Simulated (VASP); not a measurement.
**Si2Ni: single point with PBE**

The system is Si2Ni.

```
Ni Si
1.0
     0.00000    2.64782    2.64782
     2.64782    0.00000    2.64782
     2.64782    2.64782    0.00000
Ni Si
1 2
Direct
  0.00000 0.00000 0.00000
  0.75000 0.75000 0.75000
  0.25000 0.25000 0.25000
```

```json
{
 "Program": "VASP 6.6.1",
 "Task": "single point",
 "Functional": "PBE",
 "Potentials or basis": "VASP PAW PBE potentials, release 64 (Ni, Si)",
 "Cutoff": "520 eV",
 "k mesh": "9 × 9 × 9",
 "Occupations": "fermi-dirac, width 0.05 eV",
 "Spin": "collinear spin, ferromagnetic start",
 "Starting moments": "[1.0, 0.0, 0.0] μB",
 "Dipole correction": "no",
 "Further INCAR settings": "ALGO = Normal; EDIFF = 1e-07; NBANDS = 20"
}
```

```yaml
Pressure: 14.7 GPa
Band_gap_on_the_k_mesh: zero (filled and empty bands overlap)
Net_moment: 0.00 μB per cell
Valence_electrons_inside_the_program's_atomic_spheres: Ni 9.98; Si 1.62
```

Levels at points of the mesh, in eV from the Fermi level:
Spin up:
```
           k point  band 6  band 7  band 8  band 9  band 10  band 11  band 12  band 13
(0.00, 0.00, 0.00)   -3.92    0.15    1.73    1.73     1.73     2.12     2.12     2.12
```
Spin down:
```
           k point  band 5  band 6  band 7  band 8  band 9  band 10  band 11  band 12  band 13  band 14
(0.00, 0.00, 0.00)   -3.92   -3.92    0.15    1.73    1.73     1.73     2.12     2.12     2.12     4.82
```

Wall time 67 s on 1 thread of Intel(R) Xeon(R) Platinum 8259CL CPU @ 2.50GHz (Skylake/Cascade Lake) (shared host), peak memory 0.19 GiB.
